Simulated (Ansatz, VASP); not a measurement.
One calculation of GaSb, two programs

```
Ga Sb
1.0
     0.00000    3.06588    3.06588
     3.06588    0.00000    3.06588
     3.06588    3.06588    0.00000
Ga Sb
1 1
Direct
  0.00000 0.00000 0.00000
  0.25000 0.25000 0.25000
```

Alike in both runs: task single point; functional r2SCAN; k mesh 8 × 8 × 8; occupations fermi-dirac, width 0.02 eV; no spin polarisation.

```csv
,VASP,Ansatz
version,VASP 6.6.1,Ansatz 0.2.0
potentials or method,"VASP PAW PBE potentials, release 64 (Ga_d, Sb_d_GW)","plane waves, PAW"
plane-wave cutoff (eV),550,500
valence electrons in the cell,28,28
```

|  | VASP | Ansatz | Ansatz less VASP |
| --- | --- | --- | --- |
| pressure (GPa) | 0.0 | 0.0 | 0.00 |

VASP's potentials were made for PBE, not for r2SCAN.

Spin-orbit coupling is off throughout.
